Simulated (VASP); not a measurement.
Wanted: the native input for a VASP 6.6.1 run.

* Task: single point
* Functional: PBEsol
* Potentials or basis: VASP PAW PBE potentials, release 64 (Cu_sv_GW, O)
* Cutoff: 820 eV
* k mesh: 8 × 8 × 8
* Occupations: fermi-dirac, width 0.05 eV
* Spin: no spin polarisation
* Dipole correction: no
* Further INCAR settings: ALGO = Normal; EDIFF = 1e-06; NBANDS = 42

The structure of Cu3O2 lies in POSCAR:

```
Cu3O2
1.0
   -2.0229820000      2.0229820000      3.6001446600
    2.0229820000     -2.0229820000      3.6001446600
    2.0229820000      2.0229820000     -3.6001446600
Cu O
3 2
Direct
    0.0000000000      0.0000000000      0.0000000000
    0.7500000000      0.2500000000      0.5000000000
    0.2500000000      0.7500000000      0.5000000000
    0.5000000000      0.0000000000      0.5000000000
    0.0000000000      0.5000000000      0.5000000000
```

One way to write it, as run:

INCAR

```
PREC = Accurate
ENCUT = 820
EDIFF = 1E-6
ISMEAR = -1
SIGMA = 0.05
LREAL = False
LASPH = True
NELM = 120
ALGO = Normal
ISIF = 2
LWAVE = False
LCHARG = True
GGA = PS
LELF = True
LVHAR = True
NBANDS = 42
GGA_COMPAT = False
```

KPOINTS

```
regular mesh
0
Gamma
  8 8 8
```

Potentials or basis: VASP PAW PBE potentials, release 64 (Cu_sv_GW, O).

Launch:

```console
$ cat potpaw_PBE.64/Cu_sv_GW/POTCAR potpaw_PBE.64/O/POTCAR > POTCAR
$ mpirun -np 1 vasp_std > vasp.out
```

It gave:

```
Pressure               : -2.5 GPa
Band gap on the k mesh : zero (an odd number of electrons rules out a gap without spin polarisation)
```

Caveat: the PAW data sets were made with another functional, which shifts forces and pressure a little.

Run time: 19 min on 1 thread of AMD EPYC 7R43 64-Core Processor (Zen 3) (shared host), peak memory 0.45 GiB.
